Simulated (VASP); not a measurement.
# Nb3Sn (Pm-3n) in VASP: further runs

The runs below take Nb3Sn through single point, with PBEsol.

Everything below comes from runs of VASP 6.6.1. Logs are shortened: lines on timing, memory, paths and dates and some standing lists are left out, and cuts for length are marked.

### Step 1. The cell of the first run

Symmetry: Pm-3n, No. 223, cubic system. The conventional cell has a = 5.213 Å, b = 5.213 Å, c = 5.213 Å, α = 90.00°, β = 90.00°, γ = 90.00°. Within 3.8 Å of Sn (site symmetry m-3) lie 12 Nb at 2.91 Å. Within 3.4 Å of Nb (site symmetry -4m2) lie 10 Nb at 2.61 to 3.19 Å and 4 Sn at 2.91 Å.

### Step 2. Single point, PBEsol

Contents of INCAR:

```
SYSTEM = Nb3Sn
ALGO     = All            ! electronic algorithm
EDIFF    = 1E-6           ! SCF threshold, eV
ENCUT    = 590            ! plane-wave cutoff, eV
GGA      = PS             ! functional
GGA_COMPAT= .False.      
ISEARCH  = 1            
ISIF     = 2              ! what is computed and relaxed
ISMEAR   = -1             ! smearing method
KPAR     = 4            
LASPH    = .True.         ! aspherical terms in the spheres
LCHARG   = .True.         ! write CHGCAR
LREAL    = .False.        ! projectors in reciprocal space
LVHAR    = .True.       
LWAVE    = .False.        ! write WAVECAR
NBANDS   = 63             ! bands
NELM     = 300            ! most SCF steps
PREC     = Accurate       ! precision mode
SIGMA    = 0.05           ! smearing width, eV
```

Contents of KPOINTS:

```
k-points
0
Gamma
  5 5 5
  0 0 0
```

Contents of POSCAR:

```
Nb3Sn
1.0
    5.2130998141      0.0000000000      0.0000000000
    0.0000000000      5.2130998141      0.0000000000
    0.0000000000      0.0000000000      5.2130998141
Sn Nb
2 6
Direct
    0.5000000000      0.5000000000      0.5000000000
    0.0000000000      0.0000000000      0.0000000000
    0.0000000000      0.5000000000      0.2500000000
    0.0000000000      0.5000000000      0.7500000000
    0.5000000000      0.2500000000      0.0000000000
    0.7500000000      0.0000000000      0.5000000000
    0.5000000000      0.7500000000      0.0000000000
    0.2500000000      0.0000000000      0.5000000000
```

Potentials or basis: VASP PAW PBE potentials, release 64 (Sn_d, Nb_sv).

Launch:

```sh
> cat potpaw_PBE.64/Sn_d/POTCAR potpaw_PBE.64/Nb_sv/POTCAR > POTCAR
> mpirun -np 4 vasp_std > vasp.out
```

OUTCAR:

```text
SYSTEM = Nb3Sn
   EDIFF = 1E-6
   ENCUT = 590
   GGA = PS
   ISIF = 2
   ISMEAR = -1
   LASPH = .True.
   LREAL = .False.
   NELM = 300
   PREC = Accurate

 ion  position               nearest neighbor table
   1  0.500  0.500  0.500-   3 2.91   4 2.91   5 2.91   6 2.91   7 2.91   8 2.91   5 2.91   7 2.91
                             6 2.91   8 2.91   3 2.91   4 2.91
   2  0.000  0.000  0.000-   3 2.91   4 2.91   5 2.91   6 2.91   7 2.91   8 2.91   6 2.91   8 2.91
                             3 2.91   4 2.91   5 2.91   7 2.91
   3  0.000  0.500  0.250-   4 2.61   4 2.61   1 2.91   2 2.91   2 2.91   1 2.91
   4  0.000  0.500  0.750-   3 2.61   3 2.61   1 2.91   2 2.91   2 2.91   1 2.91
   5  0.500  0.250  0.000-   7 2.61   7 2.61   1 2.91   1 2.91   2 2.91   2 2.91
   6  0.750  0.000  0.500-   8 2.61   8 2.61   1 2.91   2 2.91   1 2.91   2 2.91
   7  0.500  0.750  0.000-   5 2.61   5 2.61   1 2.91   1 2.91   2 2.91   2 2.91
   8  0.250  0.000  0.500-   6 2.61   6 2.61   1 2.91   2 2.91   1 2.91   2 2.91

  LATTYP: Found a simple cubic cell.
 ALAT       =     5.2130998141

  Lattice vectors:

 A1 = (   5.2130998141,   0.0000000000,   0.0000000000)
 A2 = (   0.0000000000,   5.2130998141,   0.0000000000)
 A3 = (   0.0000000000,   0.0000000000,   5.2130998141)

Analysis of symmetry for initial positions (statically):
=====================================================================
 Subroutine PRICEL returns:
 Original cell was already a primitive cell.

 Routine SETGRP: Setting up the symmetry group for a
 simple cubic supercell.

 Subroutine GETGRP returns: Found 48 space group operations
 (whereof 24 operations were pure point group operations)
 out of a pool of 48 trial point group operations.

The static configuration has the point symmetry T_h .
 The point group associated with its full space group is O_h .

Analysis of symmetry for dynamics (positions and initial velocities):
=====================================================================
 Subroutine PRICEL returns:
 Original cell was already a primitive cell.

 Routine SETGRP: Setting up the symmetry group for a
 simple cubic supercell.

 Subroutine GETGRP returns: Found 48 space group operations
 (whereof 24 operations were pure point group operations)
 out of a pool of 48 trial point group operations.

The dynamic configuration has the point symmetry T_h .
 The point group associated with its full space group is O_h .

 Subroutine INISYM returns: Found 48 space group operations
[... 99 lines left out ...]
   NFREE  =      0    steps in history (QN), initial steepest desc. (CG)
   ISIF   =      2    stress and relaxation
   ISYM   =      2    0-nonsym 1-usesym 2-fastsym
   POTIM  = 0.5000    time-step for ionic-motion
   TEBEG  =    0.0;   TEEND  =   0.0 temperature during run
   PSTRESS=    0.0 pullay stress
   NELECT =     106.0000    total number of electrons
   NUPDOWN=      -1.0000    fix difference up-down
   EMIN   =  10.00;   EMAX   =-10.00  energy-range for DOS
   EFERMI =   0.00;   METHOD = LEGACY
   ISMEAR =    -1;   SIGMA  =   0.05  broadening in eV -4-tet -1-fermi 0-gaus
   EFERMI_NEDOS =   21; number of points for ismear=-14 and -15
   IALGO  =     58    algorithm
   IMIX   =      4    mixing-type and parameters
     AMIX     =   0.40;   BMIX     =  1.00
     AMIX_MAG =   1.60;   BMIX_MAG =  1.00
  volume/ion in A,a.u.               =      17.71       119.51
  Fermi-wavevector in a.u.,A,eV,Ry     =   1.486212  2.808533 30.052901  2.208826
  Thomas-Fermi vector in A             =   2.599527
   LORBIT       =      0    0 simple, 1 ext, 2 COOP (PROOUT), +10 PAW based schemes
   GGA     = PS    functional components
   LHFCALC =     F    Hartree Fock is set to
   AEXX    =    0.0000 exact exchange contribution
   IVDW    =     0    specifies the selected vdW correction
   LEPSILON=     F    determine dielectric tensor
   LRPA    =     F    only Hartree local field effects (RPA)
 non-spin polarized calculation
  energy-cutoff  :      590.00
  volume of cell :      141.67
 maximum number of plane-waves:      4633
 NGX is ok and might be reduce to    42
   NGX = 21   NGY = 21   NGZ = 21

 number of electron     106.0000005 magnetization

 Free energy of the ion-electron system (eV)
  ---------------------------------------------------
  ext. energy  EPLUGINS =         0.00000000
  ---------------------------------------------------
  free energy    TOTEN  =       -75.90723298 eV

  energy without entropy =      -75.80049112  energy(sigma->0) =      -75.85386205

 E-fermi :  11.8503     XC(G=0): -12.7044

 val. band max:       11.8274270989   @ k =   0.4000   0.4000   0.4000
 cond. band min:      11.8721288838   @ k =   0.4000   0.4000   0.4000
 fundamental gap:      0.0447017849
 Fermi energy:        11.8502513505

 k-point     1 :       0.0000    0.0000    0.0000
  band No.  band energies     occupation
      1     -42.5290      2.00000
      2     -42.4409      2.00000
      3     -42.4409      2.00000
      4     -42.1836      2.00000
      5     -42.1836      2.00000
      6     -42.1836      2.00000
[... 649 lines left out ...]
     62      14.7145      0.00000
     63      15.1498      0.00000

------------------------ aborting loop because EDIFF is reached ----------------------------------------

  FORCE on cell =-STRESS in cart. coord.  units (eV):
  Direction    XX          YY          ZZ          XY          YZ          ZX
  --------------------------------------------------------------------------------------
  -------------------------------------------------------------------------------------
  Total        4.2725944      4.2725944      4.2725944      0.0000000     -0.0000000     -0.0000000
  in kB       48.3185767     48.3185767     48.3185767      0.0000000     -0.0000000     -0.0000000
  external PRESSURE =      48.3185767 kB  Pullay stress =       0.0000000 kB

 VOLUME and BASIS-vectors are now :
 -----------------------------------------------------------------------------
  energy-cutoff  :      590.00
  volume of cell :      141.67
      direct lattice vectors                 reciprocal lattice vectors
     5.213099814  0.000000000  0.000000000     0.191824449  0.000000000  0.000000000
     0.000000000  5.213099814  0.000000000     0.000000000  0.191824449  0.000000000
     0.000000000  0.000000000  5.213099814     0.000000000  0.000000000  0.191824449

 POSITION                                       TOTAL-FORCE (eV/Angst)
 -----------------------------------------------------------------------------------
      2.60655      2.60655      2.60655        -0.000000      0.000000     -0.000000
      0.00000      0.00000      0.00000        -0.000000      0.000000     -0.000000
      0.00000      2.60655      1.30327         0.000000      0.000000     -0.000000
      0.00000      2.60655      3.90982        -0.000000      0.000000      0.000000
      2.60655      1.30327      0.00000        -0.000000     -0.000000      0.000000
      3.90982      0.00000      2.60655         0.000000      0.000000     -0.000000
      2.60655      3.90982      0.00000         0.000000      0.000000     -0.000000
      1.30327      0.00000      2.60655        -0.000000     -0.000000      0.000000
 -----------------------------------------------------------------------------------
    total drift:                                0.000000     -0.000000     -0.000000

  FREE ENERGIE OF THE ION-ELECTRON SYSTEM (eV)
  ---------------------------------------------------
  free  energy   TOTEN  =       -75.9072329820 eV

  energy  without entropy=      -75.8004932026  energy(sigma->0) =      -75.85386309
```

stdout:

```text
POSCAR found type information on POSCAR SnNb
 POSCAR found :  2 types and       8 ions
 scaLAPACK will be used
 -----------------------------------------------------------------------------
|                                                                             |
[... 56 lines left out ...]
 gam= 0.563 trial= 0.652  step=  0.7284 mean=  0.6524
 gam= 0.732 g(H,U,f)=  0.186E-05 0.493E-07 0.101E-07 ort(H,U,f) =-0.443E-07 0.440E-07 0.992E-08
 gam= 0.732 trial= 0.660  step=  0.9455 mean=  0.6600
 gam= 0.961 g(H,U,f)=  0.182E-05 0.240E-07 0.226E-08 ort(H,U,f) =-0.137E-06-0.284E-07-0.456E-08
 gam= 0.961 trial= 0.689  step=  0.8417 mean=  0.6885
 final diagonalization occupied
```

Run time: 1.9 min. Hardware: 4 MPI ranks of Intel Xeon Platinum 8375C at 2.90GHz (Ice Lake), shared host; peak memory 0.37 GiB.

Results:

* Free energy: -75.9072 eV
* Pressure: 4.8 GPa
* Band gap on the k mesh: zero (bands 53 and 54 overlap by 0.12 eV)

Caveat: the cell stands under pressure; the PAW data sets were made with another functional, which shifts forces and pressure a little; spin-orbit coupling is left out, which moves the levels of the heavy elements.

### Step 3. Single point, PBEsol

This run uses another cell than the first one, of 17.99 Å³/atom.

Contents of INCAR:

```
SYSTEM = Nb3Sn
PREC = Accurate
ENCUT = 590
EDIFF = 1E-6
ISMEAR = -1
SIGMA = 0.05
LREAL = .FALSE.
LASPH = .TRUE.
NELM = 300
ALGO = All
ISIF = 2
LWAVE = .FALSE.
LCHARG = .FALSE.
GGA = PS
NBANDS = 63
GGA_COMPAT = .FALSE.
ISEARCH = 1
KPAR = 4
```

Contents of KPOINTS:

```
regular mesh
0
G
  5 5 5
  0 0 0
```

Changes to POSCAR since step 2:

```diff
@@ -2,5 +2,5 @@
 1.0
-    5.2130998141      0.0000000000      0.0000000000
-    0.0000000000      5.2130998141      0.0000000000
-    0.0000000000      0.0000000000      5.2130998141
+    5.2404793189      0.0000000000      0.0000000000
+    0.0000000000      5.2404793189      0.0000000000
+    0.0000000000      0.0000000000      5.2404793189
 Sn Nb
```

Potentials or basis: VASP PAW PBE potentials, release 64 (Sn_d, Nb_sv).

Launch:

```sh
> cat potpaw_PBE.64/Sn_d/POTCAR potpaw_PBE.64/Nb_sv/POTCAR > POTCAR
> mpirun -np 4 vasp_std > vasp.out
```

Wall time 61 s (4 MPI ranks of Intel Xeon Platinum 8488C (Sapphire Rapids), shared host); peak memory 0.38 GiB.

It converged, with:

| Item | Value |
| --- | --- |
| Free energy | -75.9547 eV |
| Pressure | 1.8 GPa |
| Band gap on the k mesh | zero (bands 53 and 54 overlap by 0.12 eV) |

Levels at points of the mesh, in eV from the Fermi level:
| k point | band 50 | band 51 | band 52 | band 53 | band 54 | band 55 | band 56 | band 57 |
| --- | --- | --- | --- | --- | --- | --- | --- | --- |
| (0.00, 0.00, 0.00) | -0.54 | -0.54 | -0.54 | -0.04 | -0.04 | 2.47 | 2.49 | 2.56 |

Caveat: the PAW data sets were made with another functional, which shifts forces and pressure a little; spin-orbit coupling is left out, which moves the levels of the heavy elements.

### Step 4. Single point, PBEsol

This run uses another cell than the first one, of 18.19 Å³/atom.

Contents of INCAR:

```
SYSTEM = Nb3Sn
PREC = Accurate
ENCUT = 590
EDIFF = 1E-6
ISMEAR = -1
SIGMA = 0.05
LREAL = .False.
LASPH = .True.
NELM = 300
ALGO = All
ISIF = 2
LWAVE = .False.
LCHARG = .False.
GGA = PS
NBANDS = 63
GGA_COMPAT = .False.
ISEARCH = 1
KPAR = 4
```

Contents of KPOINTS:

```
Automatic mesh
0
Gamma
  5 5 5
  0 0 0
```

Changes to POSCAR since step 3:

```diff
@@ -2,5 +2,5 @@
 1.0
-    5.2404793189      0.0000000000      0.0000000000
-    0.0000000000      5.2404793189      0.0000000000
-    0.0000000000      0.0000000000      5.2404793189
+    5.2597480270      0.0000000000      0.0000000000
+    0.0000000000      5.2597480270      0.0000000000
+    0.0000000000      0.0000000000      5.2597480270
 Sn Nb
```

Launch:

```sh
> cat potpaw_PBE.64/Sn_d/POTCAR potpaw_PBE.64/Nb_sv/POTCAR > POTCAR
> mpirun -np 4 vasp_std > vasp.out
```

It took 60 s on 4 MPI ranks of Intel Xeon Platinum 8488C (Sapphire Rapids), shared host; peak memory 0.38 GiB.

The run converged. Its results:

```yaml
Free_energy: -75.9635 eV
Pressure: -0.2 GPa
Band_gap_on_the_k_mesh: zero (bands 53 and 54 overlap by 0.12 eV)
```

Levels at points of the mesh, in eV from the Fermi level:
| k point | band 49 | band 50 | band 51 | band 52 | band 53 | band 54 | band 55 | band 56 | band 57 | band 58 |
| --- | --- | --- | --- | --- | --- | --- | --- | --- | --- | --- |
| (0.00, 0.00, 0.00) | -1.40 | -0.53 | -0.53 | -0.53 | -0.04 | -0.04 | 2.44 | 2.45 | 2.46 | 2.59 |

Caveat: the PAW data sets were made with another functional, which shifts forces and pressure a little; spin-orbit coupling is left out, which moves the levels of the heavy elements.

### Step 5. Overview

```csv
cell,gap on the mesh (eV),pressure (GPa)
"a = 5.213 Å, 8 atoms",none,4.8
"a = 5.240 Å, 8 atoms",none,1.8
"a = 5.260 Å, 8 atoms",none,-0.2
```

Alike in all rows: task single point; level PBEsol; potentials or basis VASP PAW PBE potentials, release 64 (Sn_d, Nb_sv); no spin polarisation; k mesh 5 × 5 × 5; cutoff (eV) 590; smearing fermi-dirac 0.05 eV.

Caveats: the PAW data sets were made with another functional, which shifts forces and pressure a little; spin-orbit coupling is left out, which moves the levels of the heavy elements; the cell stands under pressure (at least some runs).

Absolute energies hang on the potentials; compare differences alone.

The gap in the log of VASP goes by the Fermi energy; the results here count the filled bands.